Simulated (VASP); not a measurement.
Here is a VASP 6.6.1 calculation.

File POSCAR:

```
Li2O
1.0
    2.2864407183      2.2864407183      0.0000000000
   -2.2864407183      2.2864407183      0.0000000000
    0.0000000000      2.2864407183      2.2864407183
Li O
2 1
Direct
    0.2500000000      0.7500000000      0.5000000000
    0.7500000000      0.2500000000      0.5000000000
    0.0000000000      0.0000000000      0.0000000000
```

File INCAR.step1:

```
SYSTEM = Li2O
PREC     = Accurate       ! precision mode
ENCUT    = 830            ! plane-wave cutoff, eV
ISMEAR   = 0              ! smearing method
SIGMA    = 0.01           ! smearing width, eV
LREAL    = .FALSE.        ! projectors in reciprocal space
LASPH    = .TRUE.         ! aspherical terms in the spheres
NELM     = 120            ! most SCF steps
NBANDS   = 13             ! bands
GGA      = PE             ! functional
ALGO     = Normal         ! electronic algorithm
EDIFF    = 1E-5           ! SCF threshold, eV
LWAVE    = .TRUE.         ! write WAVECAR
LCHARG   = .FALSE.        ! write CHGCAR
GGA_COMPAT= .FALSE.
```

INCAR.step2

```
SYSTEM = Li2O
PREC     = Accurate       ! precision mode
ENCUT    = 830            ! plane-wave cutoff, eV
EDIFF    = 1E-6           ! SCF threshold, eV
ISMEAR   = 0              ! smearing method
SIGMA    = 0.01           ! smearing width, eV
LREAL    = .FALSE.        ! projectors in reciprocal space
LASPH    = .TRUE.         ! aspherical terms in the spheres
NELM     = 120            ! most SCF steps
ALGO     = Normal         ! electronic algorithm
ISIF     = 2              ! what is computed and relaxed
LWAVE    = .FALSE.        ! write WAVECAR
LCHARG   = .TRUE.         ! write CHGCAR
METAGGA  = R2SCAN         ! meta-GGA
LMIXTAU  = .TRUE.       
LELF     = .TRUE.         ! ELF
LVHAR    = .TRUE.       
NBANDS   = 13             ! bands
ISTART   = 1            
GGA_COMPAT= .FALSE.
```

KPOINTS

```
Automatic mesh
0
G
  8 8 8
  0 0 0
```

Potentials or basis: VASP PAW PBE potentials, release 64 (Li_sv, O).

Launch:

```bash
$ cat potpaw_PBE.64/Li_sv/POTCAR potpaw_PBE.64/O/POTCAR > POTCAR
$ cp INCAR.step1 INCAR
$ mpirun -np 1 vasp_std > vasp.out
$ cp INCAR.step2 INCAR
$ mpirun -np 1 vasp_std > vasp.out
```

**Question.** What does it give for the pressure?

**Answer.** 0.2 GPa.

**Question.** Estimate the band gap on the k mesh.

**Answer.** 5.73 eV, indirect (least direct gap 6.35 eV).

Caveat: the PAW data sets were made with another functional, which shifts forces and pressure a little. A k mesh can miss the band edges.
